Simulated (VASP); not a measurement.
# CoSi (CsCl type): single point with PBE

CoSi (CsCl type):

```
Co Si
1.0
     2.49200    0.00000    0.00000
     0.00000    2.49200    0.00000
     0.00000    0.00000    2.49200
Co Si
1 1
Direct
  0.00000 0.00000 0.00000
  0.50000 0.50000 0.50000
```

This cell differs from its parent crystal: volume scaled by 0.72.

* Program: VASP 6.6.1
* Task: single point
* Functional: PBE
* Potentials or basis: VASP PAW PBE potentials, release 64 (Co, Si)
* Cutoff: 600 eV
* k mesh: 14 × 14 × 14
* Occupations: fermi-dirac, width 0.1 eV
* Spin: no spin polarisation

- Pressure: 150.5 GPa

Levels at points of the mesh, in eV from the Fermi level:
```tsv
k point	band 5	band 6	band 7	band 8	band 9	band 10
(0.00, 0.00, 0.00)	-2.07	-2.07	4.16	4.16	4.16	8.50
(0.50, 0.00, 0.00)	-3.99	-1.80	-0.25	5.99	10.74	10.74
(0.50, 0.50, 0.00)	-3.47	-3.47	-0.80	2.86	3.41	11.25
(0.50, 0.50, 0.50)	-0.72	0.74	0.80	0.80	0.80	5.28
```

Run time: 16 s on 1 thread of Intel(R) Xeon(R) Platinum 8375C CPU @ 2.90GHz (Ice Lake), with other jobs on the host, peak memory 0.15 GiB.

 Spin polarisation is off, so any magnetic state and its effect on volume and gap are missing.
